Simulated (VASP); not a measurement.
# NaFe2B2 (I4/mmm) in VASP: single point with PBE

Aim: the single point of NaFe2B2 with PBE.

Program: VASP 6.6.1. These are calculated values, not measurements. Logs are shortened: lines on timing, memory, paths and dates and some standing lists are left out, and cuts for length are marked.

## 1. The cell of the first run

It takes space group I4/mmm (No. 139, tetragonal). Conventional cell: a = 3.464 Å, b = 3.464 Å, c = 9.251 Å, α = 90.00°, β = 90.00°, γ = 90.00°. Within 2.8 Å of B (site symmetry 4mm) lie 4 Fe at 2.10 Å and 1 B at 2.26 Å and 4 Na at 2.70 Å. Fe (site symmetry -4m2) has 4 B at 2.10 Å and 4 Fe at 2.45 Å and 4 Na at 2.89 Å within 2.9 Å. Na (site symmetry 4/mmm) has 10 B at 2.70 to 3.50 Å and 8 Fe at 2.89 Å and 4 Na at 3.46 Å within 3.6 Å.

## 2. Single point, PBE

File POSCAR:

```
NaFe2B2
1.0
    0.0000000000      3.4640650000      0.0000000000
    3.4640650000      0.0000000000      0.0000000000
    1.7320330000      1.7320330000     -4.6254880000
B Fe Na
2 2 1
Direct
    0.3780000000      0.3780000000      0.2440000000
    0.6220000000      0.6220000000      0.7560000000
    0.7500000000      0.2500000000      0.5000000000
    0.2500000000      0.7500000000      0.5000000000
    0.0000000000      0.0000000000      0.0000000000
```

File INCAR.step1:

```
PREC     = Accurate       # precision mode
ENCUT    = 520            # plane-wave cutoff, eV
EDIFF    = 1E-6           # SCF threshold, eV
ISMEAR   = -1             # smearing method
SIGMA    = 0.1            # smearing width, eV
LREAL    = False          # projectors in reciprocal space
LASPH    = True           # aspherical terms in the spheres
NELM     = 60             # most SCF steps
ALGO     = Normal         # electronic algorithm
ISIF     = 2              # what is computed and relaxed
LWAVE    = False          # write WAVECAR
LCHARG   = True           # write CHGCAR
LMAXMIX  = 4              # l up to which the mixer works
GGA      = PE             # functional
NBANDS   = 22             # bands
```

File KPOINTS.step1:

```
regular mesh
0
Gamma
  10 10 10
```

File INCAR.step2:

```
PREC     = Accurate       # precision mode
ENCUT    = 520            # plane-wave cutoff, eV
EDIFF    = 1E-6           # SCF threshold, eV
ISMEAR   = -5             # smearing method
SIGMA    = 0.1            # smearing width, eV
LREAL    = False          # projectors in reciprocal space
LASPH    = True           # aspherical terms in the spheres
NELM     = 60             # most SCF steps
ALGO     = Normal         # electronic algorithm
ISIF     = 2              # what is computed and relaxed
LWAVE    = False          # write WAVECAR
LCHARG   = False          # write CHGCAR
LMAXMIX  = 4              # l up to which the mixer works
GGA      = PE             # functional
LORBIT   = 10             # projections on sites
NBANDS   = 22             # bands
NEDOS    = 2001           # points of the DOS
ICHARG   = 11             # starting density
```

File KPOINTS.step2:

```
regular mesh
0
Gamma
  15 15 15
```

Potentials or basis: VASP PAW PBE potentials, release 64 (B, Fe, Na_pv).

On the command line:

```
$ cat potpaw_PBE.64/B/POTCAR potpaw_PBE.64/Fe/POTCAR potpaw_PBE.64/Na_pv/POTCAR > POTCAR
$ cp INCAR.step1 INCAR
$ cp KPOINTS.step1 KPOINTS
$ mpirun -np 1 vasp_std > vasp.out
$ cp INCAR.step2 INCAR
$ cp KPOINTS.step2 KPOINTS
$ mpirun -np 1 vasp_std > vasp.out
```

OUTCAR:

```text
PREC = Accurate
   ENCUT = 520
   EDIFF = 1E-6
   ISMEAR = -5
   LREAL = False
   LASPH = True
   NELM = 60
   ISIF = 2
   GGA = PE
   LORBIT = 10
   ICHARG = 11

 ion  position               nearest neighbor table
   1  0.378  0.378  0.244-   4 2.10   3 2.10   3 2.10   4 2.10
   2  0.622  0.622  0.756-   4 2.10   3 2.10   3 2.10   4 2.10
   3  0.750  0.250  0.500-   1 2.10   2 2.10   2 2.10   1 2.10   4 2.45   4 2.45   4 2.45   4 2.45
                             5 2.89   5 2.89   5 2.89   5 2.89
   4  0.250  0.750  0.500-   1 2.10   2 2.10   2 2.10   1 2.10   3 2.45   3 2.45   3 2.45   3 2.45
                             5 2.89   5 2.89   5 2.89   5 2.89
   5  0.000  0.000  0.000-   3 2.89   4 2.89   3 2.89   4 2.89   3 2.89   4 2.89   3 2.89   4 2.89

  LATTYP: Found a body centered tetragonal cell.
 ALAT       =     3.4640650000
 C/A-ratio  =     2.6705549694

  Lattice vectors:

 A1 = (  -1.7320330000,   1.7320320000,   4.6254880000)
 A2 = (   1.7320320000,  -1.7320330000,   4.6254880000)
 A3 = (   1.7320330000,   1.7320330000,  -4.6254880000)

Analysis of symmetry for initial positions (statically):
=====================================================================
 Subroutine PRICEL returns:
 Original cell was already a primitive cell.

 Routine SETGRP: Setting up the symmetry group for a
 body centered tetragonal supercell.

 Subroutine GETGRP returns: Found 16 space group operations
 (whereof 16 operations were pure point group operations)
 out of a pool of 16 trial point group operations.

The static configuration has the point symmetry D_4h.

Analysis of symmetry for dynamics (positions and initial velocities):
=====================================================================
 Subroutine PRICEL returns:
 Original cell was already a primitive cell.

 Routine SETGRP: Setting up the symmetry group for a
 body centered tetragonal supercell.

 Subroutine GETGRP returns: Found 16 space group operations
 (whereof 16 operations were pure point group operations)
 out of a pool of 16 trial point group operations.

The dynamic configuration has the point symmetry D_4h.

 Subroutine INISYM returns: Found 16 space group operations
 (whereof 16 operations are pure point group operations),
 and found     1 'primitive' translations

----------------------------------------------------------------------------------------

                                     Primitive cell

  volume of cell :      55.5047

  direct lattice vectors                    reciprocal lattice vectors
     0.000000000  3.464065000  0.000000000     0.000000000  0.288678186  0.108096734
     3.464065000  0.000000000  0.000000000     0.288678186  0.000000000  0.108096734
     1.732033000  1.732033000 -4.625488000     0.000000000  0.000000000 -0.216193405

  length of vectors
     3.464065000  3.464065000  5.234024825     0.308253141  0.308253141  0.216193405

  position of ions in fractional coordinates (direct lattice)
     0.378000000  0.378000000  0.244000000
     0.622000000  0.622000000  0.756000000
     0.750000000  0.250000000  0.500000000
     0.250000000  0.750000000  0.500000000
     0.000000000  0.000000000  0.000000000

  ion indices of the primitive-cell ions
   primitive index   ion index
                 1           1
                 2           2
                 3           3
                 4           4
                 5           5

----------------------------------------------------------------------------------------

 KPOINTS: regular mesh

Automatic generation of k-mesh.
 Grid dimensions read from file:
 generate k-points for:   15   15   15

 Generating k-lattice:

  Cartesian coordinates                     Fractional coordinates (reciprocal lattice)
     0.000000000  0.019245212  0.007206449     0.066666667  0.000000000  0.000000000
     0.019245212  0.000000000  0.007206449     0.000000000  0.066666667  0.000000000
     0.000000000  0.000000000 -0.014412894     0.000000000  0.000000000  0.066666667

  Length of vectors
     0.020550209  0.020550209  0.014412894

  Shift w.r.t. Gamma in fractional coordinates (k-lattice)
     0.000000000  0.000000000  0.000000000

 TETIRR: Found   9700 inequivalent tetrahedra from    20250

 Subroutine IBZKPT returns following result:
 ===========================================

 Found    288 irreducible k-points:

 Following reciprocal coordinates:
            Coordinates               Weight
  0.000000  0.000000  0.000000      1.000000
  0.066667  0.000000  0.000000      8.000000
  0.133333  0.000000  0.000000      8.000000
  0.200000  0.000000  0.000000      8.000000
  0.266667  0.000000  0.000000      8.000000
  0.333333  0.000000  0.000000      8.000000
[... 16 lines left out ...]
  0.133333  0.133333  0.000000      8.000000
  0.200000  0.133333  0.000000     16.000000
 [... further k-points ...]
   k-points           NKPTS =    288   k-points in BZ     NKDIM =    288   number of bands    NBANDS=     22
   number of dos      NEDOS =   2001   number of ions     NIONS =      5
   total plane-waves  NPLWV =  31360
   dimension x,y,z NGX =    28 NGY =   28 NGZ =   40
   dimension x,y,z NGXF=    56 NGYF=   56 NGZF=   80
   ions per type =               2   2   1
   NGX,Y,Z   is equivalent  to a cutoff of  13.44, 13.44, 12.71 a.u.
   NGXF,Y,Z  is equivalent  to a cutoff of  26.88, 26.88, 25.41 a.u.
 SYSTEM =  unknown system
   PREC   = accura    normal or accurate (medium, high low for compatibility)
   ISTART =      0    job   : 0-new  1-cont  2-samecut
   ICHARG =     11    charge: 1-file 2-atom 10-const
   ISPIN  =      1    spin polarized calculation?
   LNONCOLLINEAR =      F non collinear calculations
   LSORBIT =      F    spin-orbit coupling
   LASPH  =      T    aspherical Exc in radial PAW
   ENCUT  =  520.0 eV  38.22 Ry    6.18 a.u.   6.44  6.44  9.73*2*pi/ulx,y,z
   NELM   =     60;   NELMIN=  2; NELMDL=  0     # of ELM steps
   EDIFF  = 0.1E-05   stopping-criterion for ELM
   LREAL  =      F    real-space projection
   EDIFFG = 0.1E-04   stopping-criterion for IOM
   NSW    =      0    number of steps for IOM
   IBRION =     -1    ionic relax: 0-MD 1-quasi-New 2-CG
   NFREE  =      0    steps in history (QN), initial steepest desc. (CG)
   ISIF   =      2    stress and relaxation
   ISYM   =      2    0-nonsym 1-usesym 2-fastsym
   POTIM  = 0.5000    time-step for ionic-motion
   TEBEG  =    0.0;   TEEND  =   0.0 temperature during run
   PSTRESS=    0.0 pullay stress
   NELECT =      29.0000    total number of electrons
   NUPDOWN=      -1.0000    fix difference up-down
   EMIN   =  10.00;   EMAX   =-10.00  energy-range for DOS
   EFERMI =   0.00;   METHOD = LEGACY
   ISMEAR =    -5;   SIGMA  =   0.10  broadening in eV -4-tet -1-fermi 0-gaus
   EFERMI_NEDOS =   21; number of points for ismear=-14 and -15
   IALGO  =     38    algorithm
   IMIX   =      4    mixing-type and parameters
     AMIX     =   0.40;   BMIX     =  1.00
     AMIX_MAG =   1.60;   BMIX_MAG =  1.00
  volume/ion in A,a.u.               =      11.10        74.91
  Fermi-wavevector in a.u.,A,eV,Ry     =   1.318553  2.491704 23.654848  1.738582
  Thomas-Fermi vector in A             =   2.448515
   LORBIT       =     10    0 simple, 1 ext, 2 COOP (PROOUT), +10 PAW based schemes
   GGA     = PE    functional components
   LHFCALC =     F    Hartree Fock is set to
   AEXX    =    0.0000 exact exchange contribution
   IVDW    =     0    specifies the selected vdW correction
   LEPSILON=     F    determine dielectric tensor
   LRPA    =     F    only Hartree local field effects (RPA)
 non-spin polarized calculation
 Fermi weights with tetrahedron method with Bloechl corrections
  energy-cutoff  :      520.00
  volume of cell :       55.50
 maximum number of plane-waves:      1523
 NGX is ok and might be reduce to    28

 number of electron      29.0000005 magnetization

 Free energy of the ion-electron system (eV)
  ---------------------------------------------------
  ext. energy  EPLUGINS =         0.00000000
  ---------------------------------------------------
  free energy    TOTEN  =       -29.73520604 eV

  energy without entropy =      -29.73520604  energy(sigma->0) =      -29.73520604

 E-fermi :   3.9835     XC(G=0): -11.4070

 val. band max:        3.9985072758   @ k =  -0.3333   0.0667   0.0000
 cond. band min:       3.9782084237   @ k =  -0.3333   0.0000   0.0667
 fundamental gap:     -0.0202988521
 Fermi energy:         3.9834740435

 k-point     1 :       0.0000    0.0000    0.0000
  band No.  band energies     occupation
      1     -18.3569      2.00000
      2     -18.3249      2.00000
      3     -18.3249      2.00000
      4      -5.4746      2.00000
      5      -1.8490      2.00000
      6      -0.3894      2.00000
[... 14 lines left out ...]
     21      11.4159      0.00000
     22      11.8463      0.00000

 k-point     2 :       0.0667    0.0000    0.0000
  band No.  band energies     occupation
      1     -18.3566      2.00000
      2     -18.3276      2.00000
      3     -18.3246      2.00000
      4      -5.4182      2.00000
      5      -1.8504      2.00000
      6      -0.3472      2.00000
[... 14 lines left out ...]
     21      11.6529      0.00000
     22      11.9944      0.00000
[... 523 lines left out ...]
     21      11.7984      0.00000
     22      12.7584      0.00000

 k-point    24 :       0.2000    0.1333    0.0000
  band No.  band energies     occupation
      1     -18.3546      2.00000
      2     -18.3444      2.00000
      3     -18.3321      2.00000
      4      -4.7005      2.00000
      5      -1.9943      2.00000
      6       0.1020      2.00000
[... 14 lines left out ...]
     21      11.5088      0.00000
     22      12.9838      0.00000

 [... further k-points ...]

------------------------ aborting loop because EDIFF is reached ----------------------------------------

  FORCE on cell =-STRESS in cart. coord.  units (eV):
  Direction    XX          YY          ZZ          XY          YZ          ZX
  --------------------------------------------------------------------------------------
  -------------------------------------------------------------------------------------
  Total       -2.4576724     -2.4576724     -3.9085112     -0.0000000      0.0000004      0.0000004
  in kB      -70.9422495    -70.9422495   -112.8216176     -0.0000000      0.0000122      0.0000122
  external PRESSURE =     -84.9020388 kB  Pullay stress =       0.0000000 kB

 VOLUME and BASIS-vectors are now :
 -----------------------------------------------------------------------------
  energy-cutoff  :      520.00
  volume of cell :       55.50
      direct lattice vectors                 reciprocal lattice vectors
     0.000000000  3.464065000  0.000000000     0.000000000  0.288678186  0.108096734
     3.464065000  0.000000000  0.000000000     0.288678186  0.000000000  0.108096734
     1.732033000  1.732033000 -4.625488000     0.000000000  0.000000000 -0.216193405

 POSITION                                       TOTAL-FORCE (eV/Angst)
 -----------------------------------------------------------------------------------
      1.73203      1.73203     -1.12862         0.000000      0.000000     -0.619032
      3.46407      3.46407     -3.49687        -0.000000     -0.000000      0.619032
      1.73203      3.46407     -2.31274        -0.000000     -0.000000      0.000000
      3.46407      1.73203     -2.31274         0.000000      0.000000      0.000000
      0.00000      0.00000      0.00000        -0.000000     -0.000000      0.000000
 -----------------------------------------------------------------------------------
    total drift:                               -0.000000      0.000000      0.000000

  FREE ENERGIE OF THE ION-ELECTRON SYSTEM (eV)
  ---------------------------------------------------
  free  energy   TOTEN  =       -29.7352060381 eV

  energy  without entropy=      -29.7352060381  energy(sigma->0) =      -29.73520604

 total charge

# of ion       s       p       d       tot
------------------------------------------
    1        0.717   1.009   0.000   1.726
    2        0.717   1.009   0.000   1.726
    3        0.513   0.598   6.366   7.477
    4        0.513   0.598   6.366   7.477
    5        0.096   6.029   0.000   6.125
--------------------------------------------------
tot          2.555   9.243  12.733  24.532
```

Run time: 2.2 min. Hardware: 1 thread of Intel Xeon 6975P-C (Granite Rapids), shared host; peak memory 0.45 GiB.

What came out:

| Item | Value |
| --- | --- |
| Valence electrons inside the program's atomic spheres | B 1.73; Fe 7.48; Na 6.12 |

Caveat: the run has no spin polarisation, though such a crystal can be magnetic; tetrahedron occupations give inexact forces and stress in metals.
